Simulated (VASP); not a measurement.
# Pb (Fm-3m) in VASP: notebook

Aim: see how the results for Pb move with the level of theory and the settings. Levels: LDA, PBEsol, PBEsol+D4, PBEsol+D3(BJ), PBE. Tasks: single point.

Everything below comes from runs of VASP 6.6.1. Logs are shortened: lines on timing, memory, paths and dates and some standing lists are left out, and cuts for length are marked.

### 1 The cell of the first run

The structure is cubic, space group Fm-3m (No. 225). The conventional cell has a = 4.878 Å, b = 4.878 Å, c = 4.878 Å, α = 90.00°, β = 90.00°, γ = 90.00°. Pb (site symmetry m-3m) has 12 Pb at 3.45 Å within 4.5 Å.

### 2 Single point, LDA

File INCAR:

```
  ALGO = Normal
  EDIFF = 1E-7
  ENCUT = 520
  GGA = CA
  ISIF = 2
  ISMEAR = -1
  LASPH = True
  LCHARG = True
  LELF = True
  LREAL = False
  LVHAR = True
  LWAVE = False
  NBANDS = 13
  NELM = 60
  PREC = Accurate
  SIGMA = 0.05
```

File KPOINTS:

```
k-points
0
Gamma
  9 9 9
```

File POSCAR:

```
Pb
1.0
    0.0000000000      2.4387653617      2.4387653617
    2.4387653617      0.0000000000      2.4387653617
    2.4387653617      2.4387653617      0.0000000000
Pb
1
Direct
    0.0000000000      0.0000000000      0.0000000000
```

Potentials or basis: VASP PAW LDA potentials, release 64 (Pb_d).

Started as:

```sh
> cat potpaw_LDA.64/Pb_d/POTCAR > POTCAR
> mpirun -np 1 vasp_std > vasp.out
```

OUTCAR:

```text
EDIFF = 1E-7
   ENCUT = 520
   GGA = CA
   ISIF = 2
   ISMEAR = -1
   LASPH = True
   LREAL = False
   NELM = 60
   PREC = Accurate

 ion  position               nearest neighbor table
   1  0.000  0.000  0.000-

  LATTYP: Found a face centered cubic cell.
 ALAT       =     4.8775307234

  Lattice vectors:

 A1 = (   0.0000000000,   2.4387653617,   2.4387653617)
 A2 = (   2.4387653617,   0.0000000000,   2.4387653617)
 A3 = (   2.4387653617,   2.4387653617,   0.0000000000)

Analysis of symmetry for initial positions (statically):
[... 5 lines left out ...]
 face centered cubic supercell.

 Subroutine GETGRP returns: Found 48 space group operations
 (whereof 48 operations were pure point group operations)
 out of a pool of 48 trial point group operations.

The static configuration has the point symmetry O_h .

Analysis of symmetry for dynamics (positions and initial velocities):
[... 5 lines left out ...]
 face centered cubic supercell.

 Subroutine GETGRP returns: Found 48 space group operations
 (whereof 48 operations were pure point group operations)
 out of a pool of 48 trial point group operations.

The dynamic configuration has the point symmetry O_h .

 Subroutine INISYM returns: Found 48 space group operations
 (whereof 48 operations are pure point group operations),
 and found     1 'primitive' translations

----------------------------------------------------------------------------------------

                                     Primitive cell

  volume of cell :      29.0095

  direct lattice vectors                    reciprocal lattice vectors
     0.000000000  2.438765362  2.438765362    -0.205021774  0.205021774  0.205021774
     2.438765362  0.000000000  2.438765362     0.205021774 -0.205021774  0.205021774
     2.438765362  2.438765362  0.000000000     0.205021774  0.205021774 -0.205021774

  length of vectors
     3.448935050  3.448935050  3.448935050     0.355108129  0.355108129  0.355108129

  position of ions in fractional coordinates (direct lattice)
     0.000000000  0.000000000  0.000000000

  ion indices of the primitive-cell ions
   primitive index   ion index
                 1           1

----------------------------------------------------------------------------------------

 KPOINTS: k-points

Automatic generation of k-mesh.
 Grid dimensions read from file:
 generate k-points for:    9    9    9

 Generating k-lattice:

  Cartesian coordinates                     Fractional coordinates (reciprocal lattice)
    -0.022780197  0.022780197  0.022780197     0.111111111  0.000000000  0.000000000
     0.022780197 -0.022780197  0.022780197     0.000000000  0.111111111  0.000000000
     0.022780197  0.022780197 -0.022780197     0.000000000  0.000000000  0.111111111

  Length of vectors
     0.039456459  0.039456459  0.039456459

  Shift w.r.t. Gamma in fractional coordinates (k-lattice)
     0.000000000  0.000000000  0.000000000

 Subroutine IBZKPT returns following result:
 ===========================================

 Found     35 irreducible k-points:

 Following reciprocal coordinates:
            Coordinates               Weight
  0.000000  0.000000  0.000000      1.000000
  0.111111  0.000000  0.000000      8.000000
  0.222222  0.000000  0.000000      8.000000
  0.333333  0.000000  0.000000      8.000000
  0.444444  0.000000  0.000000      8.000000
  0.111111  0.111111  0.000000      6.000000
[... 16 lines left out ...]
 -0.333333  0.333333  0.000000     12.000000
  0.444444  0.444444  0.000000      6.000000
 [... further k-points ...]
   k-points           NKPTS =     35   k-points in BZ     NKDIM =     35   number of bands    NBANDS=     13
   number of dos      NEDOS =    301   number of ions     NIONS =      1
   total plane-waves  NPLWV =  21952
   dimension x,y,z NGX =    28 NGY =   28 NGZ =   28
   dimension x,y,z NGXF=    56 NGYF=   56 NGZF=   56
   ions per type =               1
   NGX,Y,Z   is equivalent  to a cutoff of  13.50, 13.50, 13.50 a.u.
   NGXF,Y,Z  is equivalent  to a cutoff of  26.99, 26.99, 26.99 a.u.
 SYSTEM =  unknown system
   PREC   = accura    normal or accurate (medium, high low for compatibility)
   ISTART =      0    job   : 0-new  1-cont  2-samecut
   ICHARG =      2    charge: 1-file 2-atom 10-const
   ISPIN  =      1    spin polarized calculation?
   LNONCOLLINEAR =      F non collinear calculations
   LSORBIT =      F    spin-orbit coupling
   LASPH  =      T    aspherical Exc in radial PAW
   ENCUT  =  520.0 eV  38.22 Ry    6.18 a.u.   6.41  6.41  6.41*2*pi/ulx,y,z
   NELM   =     60;   NELMIN=  2; NELMDL= -5     # of ELM steps
   EDIFF  = 0.1E-06   stopping-criterion for ELM
   LREAL  =      F    real-space projection
   EDIFFG = 0.1E-05   stopping-criterion for IOM
   NSW    =      0    number of steps for IOM
   IBRION =     -1    ionic relax: 0-MD 1-quasi-New 2-CG
   NFREE  =      0    steps in history (QN), initial steepest desc. (CG)
   ISIF   =      2    stress and relaxation
   ISYM   =      2    0-nonsym 1-usesym 2-fastsym
   POTIM  = 0.5000    time-step for ionic-motion
   TEBEG  =    0.0;   TEEND  =   0.0 temperature during run
   PSTRESS=    0.0 pullay stress
   NELECT =      14.0000    total number of electrons
   NUPDOWN=      -1.0000    fix difference up-down
   EMIN   =  10.00;   EMAX   =-10.00  energy-range for DOS
   EFERMI =   0.00;   METHOD = LEGACY
   ISMEAR =    -1;   SIGMA  =   0.05  broadening in eV -4-tet -1-fermi 0-gaus
   EFERMI_NEDOS =   21; number of points for ismear=-14 and -15
   IALGO  =     38    algorithm
   IMIX   =      4    mixing-type and parameters
     AMIX     =   0.40;   BMIX     =  1.00
     AMIX_MAG =   1.60;   BMIX_MAG =  1.00
  volume/ion in A,a.u.               =      29.01       195.77
  Fermi-wavevector in a.u.,A,eV,Ry     =   1.284116  2.426627 22.435370  1.648953
  Thomas-Fermi vector in A             =   2.416328
   LORBIT       =      0    0 simple, 1 ext, 2 COOP (PROOUT), +10 PAW based schemes
   GGA     = CA    functional components
   LHFCALC =     F    Hartree Fock is set to
   AEXX    =    0.0000 exact exchange contribution
   IVDW    =     0    specifies the selected vdW correction
   LEPSILON=     F    determine dielectric tensor
   LRPA    =     F    only Hartree local field effects (RPA)
 non-spin polarized calculation
  energy-cutoff  :      520.00
  volume of cell :       29.01
 maximum number of plane-waves:       797
 NGX is ok and might be reduce to    28
   NGX = 13   NGY = 13   NGZ = 13

 number of electron      13.9999999 magnetization

 Free energy of the ion-electron system (eV)
  ---------------------------------------------------
  ext. energy  EPLUGINS =         0.00000000
  ---------------------------------------------------
  free energy    TOTEN  =        -4.27278605 eV

  energy without entropy =       -4.26964269  energy(sigma->0) =       -4.27121437

 E-fermi :   7.3459     XC(G=0): -10.6688

 val. band max:        7.3457133026   @ k =  -0.2222   0.3333   0.1111
 cond. band min:       7.5779468988   @ k =   0.3333   0.3333   0.0000
 fundamental gap:      0.2322335962
 Fermi energy:         7.3459108492

 k-point     1 :       0.0000    0.0000    0.0000
  band No.  band energies     occupation
      1      -9.5289      2.00000
      2      -9.5289      2.00000
      3      -9.5289      2.00000
      4      -9.3653      2.00000
      5      -9.3653      2.00000
      6      -4.5578      2.00000
      7      15.2195      0.00000
      8      15.2195      0.00000
      9      15.2195      0.00000
     10      17.3661      0.00000
     11      19.5541      0.00000
     12      20.3647      0.00000
     13      20.3647      0.00000

 k-point     2 :       0.1111    0.0000    0.0000
  band No.  band energies     occupation
      1      -9.5302      2.00000
      2      -9.5100      2.00000
      3      -9.5100      2.00000
      4      -9.3657      2.00000
      5      -9.3657      2.00000
      6      -4.3089      2.00000
      7      12.7919      0.00000
      8      14.9277      0.00000
      9      14.9277      0.00000
     10      17.0477      0.00000
     11      20.3650      0.00000
     12      20.8849      0.00000
     13      20.8849      0.00000

 k-point     3 :       0.2222    0.0000    0.0000
  band No.  band energies     occupation
      1      -9.5382      2.00000
      2      -9.4874      2.00000
      3      -9.4874      2.00000
      4      -9.3402      2.00000
      5      -9.3402      2.00000
      6      -3.5610      2.00000
      7       9.1981      0.00000
      8      14.3011      0.00000
      9      14.3011      0.00000
     10      16.7831      0.00000
     11      19.6395      0.00000
     12      20.4377      0.00000
     13      20.4377      0.00000

 k-point     4 :       0.3333    0.0000    0.0000
  band No.  band energies     occupation
      1      -9.5544      2.00000
      2      -9.4983      2.00000
      3      -9.4983      2.00000
      4      -9.2726      2.00000
      5      -9.2726      2.00000
      6      -2.3509      2.00000
      7       5.9468      2.00000
      8      13.6932      0.00000
      9      13.6932      0.00000
     10      16.7028      0.00000
     11      18.3817      0.00000
     12      19.5408      0.00000
     13      19.5408      0.00000

 k-point     5 :       0.4444    0.0000    0.0000
  band No.  band energies     occupation
      1      -9.5683      2.00000
      2      -9.5138      2.00000
      3      -9.5138      2.00000
      4      -9.2192      2.00000
      5      -9.2192      2.00000
      6      -0.9790      2.00000
      7       3.5304      2.00000
      8      13.3301      0.00000
      9      13.3301      0.00000
     10      16.8038      0.00000
     11      17.6025      0.00000
     12      19.0902      0.00000
     13      19.0902      0.00000
[... 257 lines left out ...]
 k-point    22 :      -0.4444    0.3333    0.0000
  band No.  band energies     occupation
      1      -9.6375      2.00000
      2      -9.5204      2.00000
      3      -9.2977      2.00000
      4      -9.2765      2.00000
      5      -9.2049      2.00000
      6       0.4950      2.00000
      7       4.9599      2.00000
      8       7.0249      1.99675
      9      10.4505      0.00000
     10      14.1562      0.00000
     11      18.4529      0.00000
     12      23.9270      0.00000
     13      24.1990      0.00000

 k-point    23 :      -0.3333    0.3333    0.0000
  band No.  band energies     occupation
      1      -9.5952      2.00000
      2      -9.4135      2.00000
      3      -9.3592      2.00000
      4      -9.3299      2.00000
      5      -9.2562      2.00000
      6       0.3363      2.00000
      7       5.6239      2.00000
      8       5.8763      2.00000
      9      11.2732      0.00000
     10      14.6424      0.00000
     11      21.6126      0.00000
     12      23.1687      0.00000
     13      23.2490      0.00000

 k-point    24 :       0.4444    0.4444    0.0000
  band No.  band energies     occupation
      1      -9.7141      2.00000
      2      -9.6108      2.00000
      3      -9.2275      2.00000
      4      -9.1842      2.00000
      5      -9.1842      2.00000
      6       0.3345      2.00000
      7       4.6916      2.00000
      8       9.6836      0.00000
      9       9.6836      0.00000
     10      13.2148      0.00000
     11      14.4305      0.00000
     12      25.9843      0.00000
     13      27.9655      0.00000

 [... further k-points ...]
[... 5 lines left out ...]
  --------------------------------------------------------------------------------------
  -------------------------------------------------------------------------------------
  Total        0.0101399      0.0101399      0.0101399     -0.0000000      0.0000000      0.0000000
  in kB        0.5600193      0.5600193      0.5600193     -0.0000000      0.0000000      0.0000000
  external PRESSURE =       0.5600193 kB  Pullay stress =       0.0000000 kB

 VOLUME and BASIS-vectors are now :
 -----------------------------------------------------------------------------
  energy-cutoff  :      520.00
  volume of cell :       29.01
      direct lattice vectors                 reciprocal lattice vectors
     0.000000000  2.438765362  2.438765362    -0.205021774  0.205021774  0.205021774
     2.438765362  0.000000000  2.438765362     0.205021774 -0.205021774  0.205021774
     2.438765362  2.438765362  0.000000000     0.205021774  0.205021774 -0.205021774

 POSITION                                       TOTAL-FORCE (eV/Angst)
 -----------------------------------------------------------------------------------
      0.00000      0.00000      0.00000        -0.000000     -0.000000     -0.000000
 -----------------------------------------------------------------------------------
    total drift:                               -0.000000     -0.000000     -0.000000

  FREE ENERGIE OF THE ION-ELECTRON SYSTEM (eV)
  ---------------------------------------------------
  free  energy   TOTEN  =        -4.2727860451 eV

  energy  without entropy=       -4.2696426877  energy(sigma->0) =       -4.27121437
```

It took 6.5 s on 1 thread of Intel Xeon 6975P-C, shared host; peak memory 0.14 GiB.

Results:

| Property | Result |
| --- | --- |
| Free energy | -4.2728 eV |
| Pressure | 0.1 GPa |
| Band gap on the k mesh | zero (band 7 reaches 15.22 eV, above the bottom of band 8 at 5.88 eV) |

Levels at points of the mesh, in eV from the Fermi level:
```tsv
k point	band 4	band 5	band 6	band 7	band 8	band 9	band 10	band 11
(0.00, 0.00, 0.00)	-16.71	-16.71	-11.90	7.87	7.87	7.87	10.02	12.21
```

Caveat: spin-orbit coupling is left out, which moves the levels of the heavy elements.

### 3 Single point, PBEsol

This run uses another cell than the first one, of 29.94 Å³/atom, 1.032 times its volume.

File INCAR:

```
SYSTEM = Pb
ALGO = Fast ; EDIFF = 1E-6
ENCUT = 520 ; GGA = PS
ISIF = 2 ; ISMEAR = -1
LASPH = .True. ; LCHARG = .True.
LELF = .True. ; LREAL = .False.
LVHAR = .True. ; LWAVE = .False.
NBANDS = 13 ; NELM = 80
PREC = Accurate ; SIGMA = 0.05
```

File KPOINTS:

```
k-points
0
Gamma
  9 9 9
  0 0 0
```

File POSCAR:

```
Pb
1.0
    0.0000000000      2.4644809861      2.4644809861
    2.4644809861      0.0000000000      2.4644809861
    2.4644809861      2.4644809861      0.0000000000
Pb
1
Direct
    0.0000000000      0.0000000000      0.0000000000
```

Potentials or basis: VASP PAW PBE potentials, release 64 (Pb_d).

Started as:

```sh
> cat potpaw_PBE.64/Pb_d/POTCAR > POTCAR
> mpirun -np 1 vasp_std > vasp.out
```

OUTCAR:

```text
SYSTEM = Pb
   EDIFF = 1E-6
   ENCUT = 520
   GGA = PS
   ISIF = 2
   ISMEAR = -1
   LASPH = .True.
   LREAL = .False.
   NELM = 80
   PREC = Accurate

 ion  position               nearest neighbor table
   1  0.000  0.000  0.000-

  LATTYP: Found a face centered cubic cell.
 ALAT       =     4.9289619722

  Lattice vectors:

 A1 = (   0.0000000000,   2.4644809861,   2.4644809861)
 A2 = (   2.4644809861,   0.0000000000,   2.4644809861)
 A3 = (   2.4644809861,   2.4644809861,   0.0000000000)

Analysis of symmetry for initial positions (statically):
[... 5 lines left out ...]
 face centered cubic supercell.

 Subroutine GETGRP returns: Found 48 space group operations
 (whereof 48 operations were pure point group operations)
 out of a pool of 48 trial point group operations.

The static configuration has the point symmetry O_h .

Analysis of symmetry for dynamics (positions and initial velocities):
[... 5 lines left out ...]
 face centered cubic supercell.

 Subroutine GETGRP returns: Found 48 space group operations
 (whereof 48 operations were pure point group operations)
 out of a pool of 48 trial point group operations.

The dynamic configuration has the point symmetry O_h .

 Subroutine INISYM returns: Found 48 space group operations
 (whereof 48 operations are pure point group operations),
 and found     1 'primitive' translations

[... 145 lines left out ...]
 fundamental gap:      0.2279625914
 Fermi energy:         7.0854162465

 k-point     1 :       0.0000    0.0000    0.0000
  band No.  band energies     occupation
      1      -9.7560      2.00000
      2      -9.7560      2.00000
      3      -9.7560      2.00000
      4      -9.6083      2.00000
      5      -9.6083      2.00000
      6      -4.6128      2.00000
      7      14.7562      0.00000
      8      14.7562      0.00000
      9      14.7562      0.00000
     10      17.0154      0.00000
     11      18.7230      0.00000
     12      19.8175      0.00000
     13      19.8175      0.00000
[... 354 lines left out ...]
  band No.  band energies     occupation
      1      -9.9234      2.00000
      2      -9.8281      2.00000
      3      -9.4827      2.00000
      4      -9.4426      2.00000
      5      -9.4426      2.00000
      6       0.0757      2.00000
      7       4.4874      2.00000
      8       9.3973      0.00000
      9       9.3973      0.00000
     10      12.7423      0.00000
     11      13.9759      0.00000
     12      25.5960      0.00000
     13      27.4410      0.00000

 [... further k-points ...]
[... 5 lines left out ...]
  --------------------------------------------------------------------------------------
  -------------------------------------------------------------------------------------
  Total       -0.0069892     -0.0069892     -0.0069892      0.0000000      0.0000000      0.0000000
  in kB       -0.3740495     -0.3740495     -0.3740495      0.0000000      0.0000000      0.0000000
  external PRESSURE =      -0.3740495 kB  Pullay stress =       0.0000000 kB

 VOLUME and BASIS-vectors are now :
 -----------------------------------------------------------------------------
  energy-cutoff  :      520.00
  volume of cell :       29.94
      direct lattice vectors                 reciprocal lattice vectors
     0.000000000  2.464480986  2.464480986    -0.202882474  0.202882474  0.202882474
     2.464480986  0.000000000  2.464480986     0.202882474 -0.202882474  0.202882474
     2.464480986  2.464480986  0.000000000     0.202882474  0.202882474 -0.202882474

 POSITION                                       TOTAL-FORCE (eV/Angst)
 -----------------------------------------------------------------------------------
      0.00000      0.00000      0.00000         0.000000     -0.000000      0.000000
 -----------------------------------------------------------------------------------
    total drift:                               -0.000000     -0.000000     -0.000000

  FREE ENERGIE OF THE ION-ELECTRON SYSTEM (eV)
  ---------------------------------------------------
  free  energy   TOTEN  =        -4.0180033969 eV

  energy  without entropy=       -4.0149515036  energy(sigma->0) =       -4.01647745
```

OSZICAR:

```text
N       E                     dE             d eps       ncg     rms          rms(c)
DAV:   1     0.108425038956E+03    0.10843E+03   -0.72321E+03   930   0.127E+03
DAV:   2     0.988601780163E+00   -0.10744E+03   -0.10382E+03   955   0.317E+02
DAV:   3    -0.392106331232E+01   -0.49097E+01   -0.48909E+01  1133   0.723E+01
DAV:   4    -0.403121188058E+01   -0.11015E+00   -0.11012E+00  1140   0.115E+01
DAV:   5    -0.403566984743E+01   -0.44580E-02   -0.44579E-02  1236   0.209E+00    0.591E-01
RMM:   6    -0.402149674548E+01    0.14173E-01   -0.15096E-02  1087   0.178E+00    0.284E-01
RMM:   7    -0.401801995846E+01    0.34768E-02   -0.92352E-03  1099   0.108E+00    0.909E-02
RMM:   8    -0.401794045791E+01    0.79501E-04   -0.18703E-03  1316   0.637E-01    0.140E-02
RMM:   9    -0.401799488999E+01   -0.54432E-04   -0.56340E-04  1367   0.226E-01    0.137E-02
RMM:  10    -0.401799966647E+01   -0.47765E-05   -0.12819E-04  1186   0.195E-01    0.873E-03
RMM:  11    -0.401800205139E+01   -0.23849E-05   -0.70161E-05  1401   0.914E-02    0.202E-03
RMM:  12    -0.401800323594E+01   -0.11845E-05   -0.12845E-05  1037   0.372E-02    0.186E-03
RMM:  13    -0.401800339686E+01   -0.16092E-06   -0.24753E-06   715   0.172E-02
   1 F= -.40180034E+01 E0= -.40164775E+01  d E =-.305189E-02
```

It took 9.8 s on 1 thread of Intel Xeon 6975P-C, shared host; peak memory 0.15 GiB.

What came out:

```yaml
Free_energy: -4.0180 eV
Pressure: 0.0 GPa
Band_gap_on_the_k_mesh: zero (band 7 reaches 14.76 eV, above the bottom of band 8 at 5.66 eV)
```

Levels at points of the mesh, in eV from the Fermi level:
| k point | band 3 | band 4 | band 5 | band 6 | band 7 | band 8 | band 9 | band 10 | band 11 | band 12 |
| --- | --- | --- | --- | --- | --- | --- | --- | --- | --- | --- |
| (0.00, 0.00, 0.00) | -16.84 | -16.69 | -16.69 | -11.70 | 7.67 | 7.67 | 7.67 | 9.93 | 11.64 | 12.73 |

Caveat: the PAW data sets were made with another functional, which shifts forces and pressure a little; spin-orbit coupling is left out, which moves the levels of the heavy elements.

[end of part 1 of 3]
